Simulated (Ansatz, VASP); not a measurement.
Two plane-wave programs on BaTiO3

File INCAR:

```
SYSTEM = BaTiO3
ALGO = Normal ; EDIFF = 1E-6
ENCUT = 520 ; GGA = PE
ISIF = 2 ; ISMEAR = 0
LASPH = .TRUE. ; LCHARG = .TRUE.
LELF = .TRUE. ; LREAL = .FALSE.
LVHAR = .TRUE. ; LWAVE = .FALSE.
NBANDS = 28 ; NELM = 60
PREC = Accurate ; SIGMA = 0.05
```

KPOINTS

```
k-points
0
G
  6 6 6
  0 0 0
```

The input POSCAR:

```
BaTiO3
1.0
    2.8630706910      1.6529946342      2.3563003940
   -2.8630706910      1.6529946342      2.3563003940
    0.0000000000     -3.3059892684      2.3563003940
Ba Ti O
1 1 3
Direct
    0.0473939311      0.0473939311      0.0473939311
    0.5191875227      0.5191875227      0.5191875227
    0.4883938465      0.4883938465      0.9777702638
    0.4883938465      0.9777702638      0.4883938465
    0.9777702638      0.4883938465      0.4883938465
```

Input for Ansatz:

```yaml
crystal:
  lattice:
    - [2.863070691, 1.6529946342, 2.356300394]
    - [-2.863070691, 1.6529946342, 2.356300394]
    - [0.0, -3.3059892684, 2.356300394]
  atoms:
    - { symbol: Ba, position: [0.0473939311, 0.0473939311, 0.0473939311] }
    - { symbol: Ti, position: [0.5191875227, 0.5191875227, 0.5191875227] }
    - { symbol: O, position: [0.4883938465, 0.4883938465, 0.9777702638] }
    - { symbol: O, position: [0.4883938465, 0.9777702638, 0.4883938465] }
    - { symbol: O, position: [0.9777702638, 0.4883938465, 0.4883938465] }
basis:
  ecutwfc: 420
kpoints:
  mp_grid: { grid: [6, 6, 6] }
hamiltonian:
  xc: pbe
scf:
  occupations: { method: gaussian, width: 0.05 }
output:
  forces: true
  stress: true
  eigenvalues: true
```

Alike in both runs: task single point; functional PBE; k mesh 6 × 6 × 6; occupations gaussian, width 0.05 eV; no spin polarisation.

```csv
,VASP,Ansatz
version,VASP 6.6.1,Ansatz 0.2.0
potentials or method,"VASP PAW PBE potentials, release 64 (Ba_sv, Ti_sv, O), cutoff 520 eV","scalar-relativistic, plane waves, PAW"
valence electrons in the cell,40,40
```

|  | VASP | Ansatz | Ansatz less VASP |
| --- | --- | --- | --- |
| gap on the k mesh at the Fermi level (eV) | 2.58 | 2.60 | +0.024 |
| least direct gap on the mesh (eV) | 3.11 | 3.12 | +0.017 |
| pressure (GPa) | 5.0 | 3.1 | -1.88 |
| traceless stress, the component that is largest in VASP (GPa) | 3.02 | 2.77 | -0.255 |
| rms of the force components (eV/Å) | 0.665 | 0.589 | -0.0756 |

Atom by atom the forces differ by 0.094 eV/Å (rms over components).

Spin-orbit coupling is off throughout.
